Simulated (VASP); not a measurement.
# NbCu2 (Fm-3m) in VASP: a series of runs

The runs below take NbCu2 through single point, relaxation of cell and atoms, with PBE.

Everything below comes from runs of VASP 6.6.1. Logs are shortened: lines on timing, memory, paths and dates and some standing lists are left out, and cuts for length are marked.

## (1) The cell of the first run

Symmetry: Fm-3m, No. 225, cubic system. The conventional cell has a = 5.914 Å, b = 5.914 Å, c = 5.914 Å, α = 90.00°, β = 90.00°, γ = 90.00°. Nb (site symmetry m-3m) has 8 Cu at 2.56 Å within 3.4 Å. Within 3.4 Å of Cu (site symmetry -43m) lie 4 Nb at 2.56 Å and 6 Cu at 2.96 Å.

## (2) Single point, PBE, collinear spin, ferromagnetic start

The input, INCAR:

```
SYSTEM = NbCu2
  PREC = Accurate
  ENCUT = 520
  EDIFF = 1E-7
  ISMEAR = 0
  SIGMA = 0.1
  LREAL = .False.
  LASPH = .True.
  NELM = 150
  ALGO = Normal
  ISIF = 2
  LWAVE = .False.
  LCHARG = .False.
  ISPIN = 2
  MAGMOM = 1 0 0
  LORBIT = 11
  LMAXMIX = 4
  GGA = PE
  NBANDS = 28
```

The input, KPOINTS:

```
Automatic mesh
0
Gamma
  6 6 6
  0 0 0
```

The input, POSCAR:

```
NbCu2
1.0
    0.0000000000      2.9572024182      2.9572024182
    2.9572024182      0.0000000000      2.9572024182
    2.9572024182      2.9572024182      0.0000000000
Nb Cu
1 2
Direct
    0.0000000000      0.0000000000      0.0000000000
    0.2500000000      0.2500000000      0.2500000000
    0.7500000000      0.7500000000      0.7500000000
```

Potentials or basis: VASP PAW PBE potentials, release 64 (Nb_sv, Cu).

Command:

```sh
> cat potpaw_PBE.64/Nb_sv/POTCAR potpaw_PBE.64/Cu/POTCAR > POTCAR
> mpirun -np 1 vasp_std > vasp.out
```

OUTCAR:

```text
SYSTEM = NbCu2
   PREC = Accurate
   ENCUT = 520
   EDIFF = 1E-7
   ISMEAR = 0
   LREAL = .False.
   LASPH = .True.
   NELM = 150
   ISIF = 2
   ISPIN = 2
   LORBIT = 11
   GGA = PE

 ion  position               nearest neighbor table
   1  0.000  0.000  0.000-   2 2.56   3 2.56   3 2.56   3 2.56   3 2.56   2 2.56   2 2.56   2 2.56

   2  0.250  0.250  0.250-   1 2.56   1 2.56   1 2.56   1 2.56
   3  0.750  0.750  0.750-   1 2.56   1 2.56   1 2.56   1 2.56

  LATTYP: Found a face centered cubic cell.
 ALAT       =     5.9144048364

  Lattice vectors:

 A1 = (   0.0000000000,   2.9572024182,   2.9572024182)
 A2 = (   2.9572024182,   0.0000000000,   2.9572024182)
 A3 = (   2.9572024182,   2.9572024182,   0.0000000000)

Analysis of symmetry for initial positions (statically):
=====================================================================
 Subroutine PRICEL returns:
 Original cell was already a primitive cell.

 Routine SETGRP: Setting up the symmetry group for a
 face centered cubic supercell.

 Subroutine GETGRP returns: Found 48 space group operations
 (whereof 48 operations were pure point group operations)
 out of a pool of 48 trial point group operations.

The static configuration has the point symmetry O_h .

Analysis of symmetry for dynamics (positions and initial velocities):
=====================================================================
 Subroutine PRICEL returns:
 Original cell was already a primitive cell.

 Routine SETGRP: Setting up the symmetry group for a
 face centered cubic supercell.

 Subroutine GETGRP returns: Found 48 space group operations
 (whereof 48 operations were pure point group operations)
 out of a pool of 48 trial point group operations.

The dynamic configuration has the point symmetry O_h .

Analysis of structural, dynamic, and magnetic symmetry:
=====================================================================
 Subroutine PRICEL returns:
 Original cell was already a primitive cell.

 Routine SETGRP: Setting up the symmetry group for a
 face centered cubic supercell.

 Subroutine GETGRP returns: Found 48 space group operations
 (whereof 48 operations were pure point group operations)
 out of a pool of 48 trial point group operations.

The overall configuration has the point symmetry O_h .

 Subroutine INISYM returns: Found 48 space group operations
 (whereof 48 operations are pure point group operations),
 and found     1 'primitive' translations

----------------------------------------------------------------------------------------

                                     Primitive cell

  volume of cell :      51.7217

  direct lattice vectors                    reciprocal lattice vectors
     0.000000000  2.957202418  2.957202418    -0.169078720  0.169078720  0.169078720
     2.957202418  0.000000000  2.957202418     0.169078720 -0.169078720  0.169078720
     2.957202418  2.957202418  0.000000000     0.169078720  0.169078720 -0.169078720

  length of vectors
     4.182115767  4.182115767  4.182115767     0.292852934  0.292852934  0.292852934

  position of ions in fractional coordinates (direct lattice)
     0.000000000  0.000000000  0.000000000
     0.250000000  0.250000000  0.250000000
     0.750000000  0.750000000  0.750000000

  ion indices of the primitive-cell ions
   primitive index   ion index
                 1           1
                 2           2
                 3           3

----------------------------------------------------------------------------------------

 KPOINTS: Automatic mesh

Automatic generation of k-mesh.
 Grid dimensions read from file:
 generate k-points for:    6    6    6

 Generating k-lattice:

  Cartesian coordinates                     Fractional coordinates (reciprocal lattice)
    -0.028179787  0.028179787  0.028179787     0.166666667  0.000000000  0.000000000
     0.028179787 -0.028179787  0.028179787     0.000000000  0.166666667  0.000000000
     0.028179787  0.028179787 -0.028179787     0.000000000  0.000000000  0.166666667

  Length of vectors
     0.048808822  0.048808822  0.048808822

  Shift w.r.t. Gamma in fractional coordinates (k-lattice)
     0.000000000  0.000000000  0.000000000

 Subroutine IBZKPT returns following result:
 ===========================================

 Found     16 irreducible k-points:

 Following reciprocal coordinates:
            Coordinates               Weight
  0.000000  0.000000  0.000000      1.000000
  0.166667  0.000000  0.000000      8.000000
  0.333333  0.000000  0.000000      8.000000
  0.500000  0.000000  0.000000      4.000000
  0.166667  0.166667  0.000000      6.000000
  0.333333  0.166667  0.000000     24.000000
[... 8 lines left out ...]
 -0.333333  0.333333  0.166667     24.000000
 -0.333333  0.500000  0.166667     12.000000
   k-points           NKPTS =     16   k-points in BZ     NKDIM =     16   number of bands    NBANDS=     28
   number of dos      NEDOS =    301   number of ions     NIONS =      3
   total plane-waves  NPLWV =  32768
   dimension x,y,z NGX =    32 NGY =   32 NGZ =   32
   dimension x,y,z NGXF=    64 NGYF=   64 NGZF=   64
   ions per type =               1   2
   NGX,Y,Z   is equivalent  to a cutoff of  12.72, 12.72, 12.72 a.u.
   NGXF,Y,Z  is equivalent  to a cutoff of  25.44, 25.44, 25.44 a.u.
 SYSTEM =  NbCu2
   PREC   = accura    normal or accurate (medium, high low for compatibility)
   ISTART =      0    job   : 0-new  1-cont  2-samecut
   ICHARG =      2    charge: 1-file 2-atom 10-const
   ISPIN  =      2    spin polarized calculation?
   LNONCOLLINEAR =      F non collinear calculations
   LSORBIT =      F    spin-orbit coupling
   LASPH  =      T    aspherical Exc in radial PAW
   ENCUT  =  520.0 eV  38.22 Ry    6.18 a.u.   7.78  7.78  7.78*2*pi/ulx,y,z
   NELM   =    150;   NELMIN=  2; NELMDL= -5     # of ELM steps
   EDIFF  = 0.1E-06   stopping-criterion for ELM
   LREAL  =      F    real-space projection
   EDIFFG = 0.1E-05   stopping-criterion for IOM
   NSW    =      0    number of steps for IOM
   IBRION =     -1    ionic relax: 0-MD 1-quasi-New 2-CG
   NFREE  =      0    steps in history (QN), initial steepest desc. (CG)
   ISIF   =      2    stress and relaxation
   ISYM   =      2    0-nonsym 1-usesym 2-fastsym
   POTIM  = 0.5000    time-step for ionic-motion
   TEBEG  =    0.0;   TEEND  =   0.0 temperature during run
   PSTRESS=    0.0 pullay stress
   NELECT =      35.0000    total number of electrons
   NUPDOWN=      -1.0000    fix difference up-down
   EMIN   =  10.00;   EMAX   =-10.00  energy-range for DOS
   EFERMI =   0.00;   METHOD = LEGACY
   ISMEAR =     0;   SIGMA  =   0.10  broadening in eV -4-tet -1-fermi 0-gaus
   EFERMI_NEDOS =   21; number of points for ismear=-14 and -15
   IALGO  =     38    algorithm
   IMIX   =      4    mixing-type and parameters
     AMIX     =   0.40;   BMIX     =  1.00
     AMIX_MAG =   1.60;   BMIX_MAG =  1.00
  volume/ion in A,a.u.               =      17.24       116.35
  Fermi-wavevector in a.u.,A,eV,Ry     =   1.437275  2.716055 28.106353  2.065759
  Thomas-Fermi vector in A             =   2.556370
   LORBIT       =     11    0 simple, 1 ext, 2 COOP (PROOUT), +10 PAW based schemes
   GGA     = PE    functional components
   LHFCALC =     F    Hartree Fock is set to
   AEXX    =    0.0000 exact exchange contribution
   IVDW    =     0    specifies the selected vdW correction
   LEPSILON=     F    determine dielectric tensor
   LRPA    =     F    only Hartree local field effects (RPA)
 spin polarized calculation
 Gauss-broadening in eV      SIGMA  =   0.10
  energy-cutoff  :      520.00
  volume of cell :       51.72
 maximum number of plane-waves:      1411
   NGX = 15   NGY = 15   NGZ = 15

 number of electron      34.9999979 magnetization       0.0006501

 number of electron      34.9999979 magnetization      -0.0000516

 Free energy of the ion-electron system (eV)
  ---------------------------------------------------
  ext. energy  EPLUGINS =         0.00000000
  ---------------------------------------------------
  free energy    TOTEN  =       -15.34506829 eV

  energy without entropy =      -15.32890084  energy(sigma->0) =      -15.33698456

 E-fermi :   6.6741     XC(G=0): -11.2903

 val. band max:        6.6416591469   @ k =  -0.1667   0.1667   0.0000
 cond. band min:       6.6763043709   @ k =   0.3333   0.3333   0.0000
 fundamental gap:      0.0346452240
 Fermi energy:         6.6741153199

 spin component 1

 k-point     1 :       0.0000    0.0000    0.0000
  band No.  band energies     occupation
      1     -48.4639      1.00000
      2     -24.5245      1.00000
      3     -24.5245      1.00000
      4     -24.5245      1.00000
      5      -0.2635      1.00000
      6       2.5843      1.00000
[... 20 lines left out ...]
     27      17.2033      0.00000
     28      17.2207      0.00000

 k-point     2 :       0.1667    0.0000    0.0000
  band No.  band energies     occupation
      1     -48.4633      1.00000
      2     -24.5335      1.00000
      3     -24.5256      1.00000
      4     -24.5256      1.00000
      5       0.1441      1.00000
      6       2.6726      1.00000
[... 20 lines left out ...]
     27      16.1885      0.00000
     28      18.6220      0.00000

 k-point     3 :       0.3333    0.0000    0.0000
  band No.  band energies     occupation
      1     -48.4622      1.00000
      2     -24.5515      1.00000
      3     -24.5278      1.00000
      4     -24.5278      1.00000
      5       1.2096      1.00000
      6       2.9096      1.00000
[... 367 lines left out ...]
      2     -24.5524      1.00000
      3     -24.5437      1.00000
      4     -24.5332      1.00000
      5       2.4260      1.00000
      6       2.4920      1.00000
[... 20 lines left out ...]
     27      19.0876      0.00000
     28      19.4029      0.00000

 k-point    16 :      -0.3333    0.5000    0.1667
  band No.  band energies     occupation
      1     -48.4610      1.00000
      2     -24.5550      1.00000
      3     -24.5421      1.00000
      4     -24.5357      1.00000
      5       2.3412      1.00000
      6       2.5702      1.00000
[... 20 lines left out ...]
     27      20.4380      0.00000
     28      20.5974      0.00000
 Fermi energy:         6.6741153199

 spin component 2

 k-point     1 :       0.0000    0.0000    0.0000
  band No.  band energies     occupation
      1     -48.4639      1.00000
      2     -24.5245      1.00000
      3     -24.5245      1.00000
      4     -24.5245      1.00000
      5      -0.2635      1.00000
      6       2.5843      1.00000
[... 20 lines left out ...]
     27      17.2036      0.00000
     28      17.2207      0.00000

 k-point     2 :       0.1667    0.0000    0.0000
  band No.  band energies     occupation
      1     -48.4634      1.00000
      2     -24.5336      1.00000
      3     -24.5256      1.00000
      4     -24.5256      1.00000
      5       0.1441      1.00000
      6       2.6726      1.00000
[... 20 lines left out ...]
     27      16.1885      0.00000
     28      18.6219      0.00000

 k-point     3 :       0.3333    0.0000    0.0000
  band No.  band energies     occupation
      1     -48.4623      1.00000
      2     -24.5515      1.00000
      3     -24.5278      1.00000
      4     -24.5278      1.00000
      5       1.2096      1.00000
      6       2.9096      1.00000
[... 368 lines left out ...]
      3     -24.5437      1.00000
      4     -24.5332      1.00000
      5       2.4260      1.00000
      6       2.4920      1.00000
[... 20 lines left out ...]
     27      19.0876      0.00000
     28      19.4028      0.00000

 k-point    16 :      -0.3333    0.5000    0.1667
  band No.  band energies     occupation
      1     -48.4610      1.00000
      2     -24.5550      1.00000
      3     -24.5421      1.00000
      4     -24.5358      1.00000
      5       2.3411      1.00000
      6       2.5702      1.00000
[... 20 lines left out ...]
     27      20.4380      0.00000
     28      20.5973      0.00000

------------------------ aborting loop because EDIFF is reached ----------------------------------------

  FORCE on cell =-STRESS in cart. coord.  units (eV):
  Direction    XX          YY          ZZ          XY          YZ          ZX
  --------------------------------------------------------------------------------------
  -------------------------------------------------------------------------------------
  Total        0.0662658      0.0662658      0.0662658     -0.0000000      0.0000000      0.0000000
  in kB        2.0527071      2.0527071      2.0527071     -0.0000000      0.0000000      0.0000000
  external PRESSURE =       2.0527071 kB  Pullay stress =       0.0000000 kB

 VOLUME and BASIS-vectors are now :
 -----------------------------------------------------------------------------
  energy-cutoff  :      520.00
  volume of cell :       51.72
      direct lattice vectors                 reciprocal lattice vectors
     0.000000000  2.957202418  2.957202418    -0.169078720  0.169078720  0.169078720
     2.957202418  0.000000000  2.957202418     0.169078720 -0.169078720  0.169078720
     2.957202418  2.957202418  0.000000000     0.169078720  0.169078720 -0.169078720

 POSITION                                       TOTAL-FORCE (eV/Angst)
 -----------------------------------------------------------------------------------
      0.00000      0.00000      0.00000        -0.000000      0.000000     -0.000000
      1.47860      1.47860      1.47860         0.000000      0.000000      0.000000
      4.43580      4.43580      4.43580        -0.000000     -0.000000     -0.000000
 -----------------------------------------------------------------------------------
    total drift:                                0.000000     -0.000000      0.000000

  FREE ENERGIE OF THE ION-ELECTRON SYSTEM (eV)
  ---------------------------------------------------
  free  energy   TOTEN  =       -15.3450682854 eV

  energy  without entropy=      -15.3289008355  energy(sigma->0) =      -15.33698456

 total charge

# of ion       s       p       d       tot
------------------------------------------
    1        2.194   5.988   2.426  10.608
    2        0.580   0.342   9.097  10.019
    3        0.580   0.342   9.097  10.019
--------------------------------------------------
tot          3.354   6.671  20.620  30.646

 magnetization (x)

# of ion       s       p       d       tot
------------------------------------------
    1        0.000  -0.000  -0.000  -0.000
    2        0.000  -0.000   0.000  -0.000
    3        0.000  -0.000   0.000  -0.000
--------------------------------------------------
tot          0.000  -0.000  -0.000  -0.000
```

Run time: 42 s. Hardware: 1 thread of AMD EPYC 7R13 (Zen 3), shared host; peak memory 0.18 GiB.

What came out:

```yaml
Free_energy: -15.3451 eV
Pressure: 0.2 GPa
Net_moment: 0.00 μB per cell
Valence_electrons_inside_the_program's_atomic_spheres: Nb 10.61; Cu 10.02
```

Levels at points of the mesh, in eV from the Fermi level:
Spin up:
```tsv
k point	band 15	band 16	band 17	band 18	band 19	band 20	band 21	band 22
(0.00, 0.00, 0.00)	-2.39	-0.94	-0.94	-0.94	1.50	1.50	6.09	9.06
(0.50, 0.00, 0.00)	-2.99	-2.47	-0.11	-0.11	1.56	1.56	2.01	5.80
(0.50, 0.50, 0.00)	-2.41	-1.23	-1.10	1.05	1.47	1.47	1.87	1.87
```
Spin down:
| k point | band 15 | band 16 | band 17 | band 18 | band 19 | band 20 | band 21 | band 22 |
| --- | --- | --- | --- | --- | --- | --- | --- | --- |
| (0.00, 0.00, 0.00) | -2.39 | -0.94 | -0.94 | -0.94 | 1.50 | 1.50 | 6.09 | 9.06 |
| (0.50, 0.00, 0.00) | -2.99 | -2.47 | -0.11 | -0.11 | 1.56 | 1.56 | 2.01 | 5.80 |
| (0.50, 0.50, 0.00) | -2.41 | -1.23 | -1.10 | 1.05 | 1.47 | 1.47 | 1.87 | 1.87 |

## (3) Single point, PBE

The input, INCAR:

```
ALGO = Normal
EDIFF = 1E-7
ENCUT = 520
GGA = PE
ISIF = 2
ISMEAR = 0
LASPH = True
LCHARG = False
LREAL = False
LWAVE = False
NBANDS = 24
NELM = 60
PREC = Accurate
SIGMA = 0.1
```

The input, KPOINTS:

```
k-points
0
Gamma
  6 6 6
```

POSCAR is that of step 2.

Potentials or basis: VASP PAW PBE potentials, release 64 (Nb_sv, Cu).

Command:

```sh
> cat potpaw_PBE.64/Nb_sv/POTCAR potpaw_PBE.64/Cu/POTCAR > POTCAR
> mpirun -np 1 vasp_std > vasp.out
```

It took 12 s on 1 thread of Intel Xeon 6975P-C (Granite Rapids), shared host; peak memory 0.18 GiB.

It converged, with:

```yaml
Free_energy: -15.3451 eV
Pressure: 0.2 GPa
```

Levels at points of the mesh, in eV from the Fermi level:
| k point | band 14 | band 15 | band 16 | band 17 | band 18 | band 19 | band 20 | band 21 | band 22 | band 23 |
| --- | --- | --- | --- | --- | --- | --- | --- | --- | --- | --- |
| (0.00, 0.00, 0.00) | -2.39 | -2.39 | -0.94 | -0.94 | -0.94 | 1.50 | 1.50 | 6.09 | 9.06 | 9.06 |
| (0.50, 0.00, 0.00) | -2.99 | -2.99 | -2.47 | -0.11 | -0.11 | 1.56 | 1.56 | 2.01 | 5.80 | 5.80 |
| (0.50, 0.50, 0.00) | -2.70 | -2.41 | -1.23 | -1.10 | 1.05 | 1.47 | 1.47 | 1.87 | 1.87 | 2.80 |

## (4) Relaxation of cell and atoms, PBE

This run uses another cell than the first one, of 11.53 Å³/atom, 0.669 times its volume.

The input, INCAR:

```
SYSTEM = NbCu2
PREC = Accurate
ENCUT = 600
EDIFF = 1E-6
ISMEAR = 0
SIGMA = 0.1
LREAL = .False.
LASPH = .True.
NELM = 80
ALGO = Normal
ISIF = 3
LWAVE = .False.
LCHARG = .False.
GGA = PE
IBRION = 2
NSW = 90
EDIFFG = -0.04
```

The input, KPOINTS:

```
regular mesh
0
Gamma
  6 6 6
  0 0 0
```

The input, POSCAR:

```
NbCu2
1.0
    0.0000000000      2.5863099800      2.5863099800
    2.5863099800      0.0000000000      2.5863099800
    2.5863099800      2.5863099800      0.0000000000
Nb Cu
1 2
Direct
    0.0000000000      0.0000000000      0.0000000000
    0.2500000000      0.2500000000      0.2500000000
    0.7500000000      0.7500000000      0.7500000000
```

Command:

```sh
> cat potpaw_PBE.64/Nb_sv/POTCAR potpaw_PBE.64/Cu/POTCAR > POTCAR
> mpirun -np 1 vasp_std > vasp.out
```

Wall time 53 s (1 thread of Intel Xeon 6975P-C (Granite Rapids), shared host); peak memory 0.17 GiB.

The run converged. Its results:

| Property | Result |
| --- | --- |
| Free energy | -15.3281 eV |
| Relaxed volume | 17.18 Å³/atom |
| Relaxed cell | a = 4.177 Å, b = 4.177 Å, c = 4.177 Å, α = 60.00°, β = 60.00°, γ = 60.00° |
| Space group after relaxing (to 0.05 Å) | Fm-3m (No. 225) |
| Energy gained by relaxing | 1396.4 meV/atom |
| Ionic steps | 5 |
| Pressure after relaxing | 0.3 GPa |

The path:
| step | energy change (eV) | largest force (eV/Å) | pressure (GPa) | volume (Å³) |
| --- | --- | --- | --- | --- |
| 1 | 0.0000 | 0.0000 | 113.02 | 34.60 |
| 2 | -0.3376 | 0.0000 | -16.60 | 93.42 |
| 3 | -4.1444 | 0.0000 | -5.11 | 54.35 |
| 4 | -4.1803 | 0.0000 | -2.52 | 52.85 |
| 5 | -4.1892 | 0.0000 | 0.25 | 51.54 |

Final structure:
```yaml
crystal:
  lattice:
    - [0.00000, 2.95372, 2.95372]
    - [2.95372, 0.00000, 2.95372]
    - [2.95372, 2.95372, 0.00000]
  atoms:
    - { symbol: Nb, position: [0.00000, 0.00000, 0.00000] }
    - { symbol: Cu, position: [0.25000, 0.25000, 0.25000] }
    - { symbol: Cu, position: [0.75000, 0.75000, 0.75000] }
```

Levels at points of the mesh, in eV from the Fermi level:
| k point | band 14 | band 15 | band 16 | band 17 | band 18 | band 19 | band 20 | band 21 |
| --- | --- | --- | --- | --- | --- | --- | --- | --- |
| (0.00, 0.00, 0.00) | -2.40 | -2.40 | -0.94 | -0.94 | -0.94 | 1.51 | 1.51 | 6.11 |
| (0.50, 0.00, 0.00) | -2.99 | -2.99 | -2.47 | -0.11 | -0.11 | 1.57 | 1.57 | 2.03 |
| (0.50, 0.50, 0.00) | -2.70 | -2.42 | -1.23 | -1.10 | 1.48 | 1.48 | 1.87 | 1.87 |

Caveat: the volume moved by over 15 % at a fixed basis, so the end points are rough.

## (5) Summary

```csv
task,spin,cell,cutoff (eV),gap on the mesh (eV),pressure (GPa)
single point,"collinear, ferromagnetic start","a = 4.182 Å, angles 60.0°, 3 atoms",520,none,0.2
single point,off,"a = 4.182 Å, angles 60.0°, 3 atoms",520,none,0.2
relaxation of cell and atoms,off,"relaxed from a = 3.658 Å, angles 60.0°, 3 atoms",600,none,0.3
```

Alike in all rows: level PBE; potentials or basis VASP PAW PBE potentials, release 64 (Nb_sv, Cu); k mesh 6 × 6 × 6; smearing gaussian 0.1 eV.

Caveats: the volume moved by over 15 % at a fixed basis, so the end points are rough (some runs).

Total energies depend on the potentials used, so only differences within one code and one set of settings carry meaning.
